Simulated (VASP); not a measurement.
Set up this calculation in VASP 6.6.1, as the native input.

| Property | Result |
| --- | --- |
| Task | single point |
| Functional | PBE |
| Potentials or basis | VASP PAW PBE potentials, release 64 (Be, Cd, F) |
| Cutoff | 520 eV |
| k mesh | 10 × 10 × 8 |
| Occupations | gaussian, width 0.1 eV |
| Spin | no spin polarisation |
| Dipole correction | no |
| Further INCAR settings | ALGO = Normal; EDIFF = 1e-06; NBANDS = 20 |

The structure of Be3CdF lies in POSCAR:

```
Be3CdF
1.0
    3.6773870460      0.0000000000      0.0000000000
    0.0000000000      3.6773870460      0.0000000000
    0.0000000000      0.0000000000      5.1240228223
Be Cd F
3 1 1
Direct
    0.5000000000      0.5000000000      0.8083014739
    0.5000000000      0.5000000000      0.1916985261
    0.0000000000      0.0000000000      0.0000000000
    0.0000000000      0.0000000000      0.5000000000
    0.5000000000      0.5000000000      0.5000000000
```

The cell was generated, and may not be a known phase.

These files were run (other wordings do the same):

INCAR

```
PREC = Accurate
ENCUT = 520
EDIFF = 1E-6
ISMEAR = 0
SIGMA = 0.1
LREAL = False
LASPH = True
NELM = 100
ALGO = Normal
ISIF = 2
LWAVE = False
LCHARG = True
GGA = PE
LELF = True
LVHAR = True
NBANDS = 20
```

KPOINTS

```
regular mesh
0
Gamma
  10 10 8
```

Potentials or basis: VASP PAW PBE potentials, release 64 (Be, Cd, F).

Launch:

```sh
$ cat potpaw_PBE.64/Be/POTCAR potpaw_PBE.64/Cd/POTCAR potpaw_PBE.64/F/POTCAR > POTCAR
$ mpirun -np 1 vasp_std > vasp.out
```

It gave:

The pressure is 0.1 GPa, the largest force is 0.030 eV/Å and the band gap on the k mesh is zero (an odd number of electrons rules out a gap without spin polarisation).

Run time: 87 s on 1 thread of Intel(R) Xeon(R) Platinum 8488C (Sapphire Rapids) (shared host), peak memory 0.28 GiB.
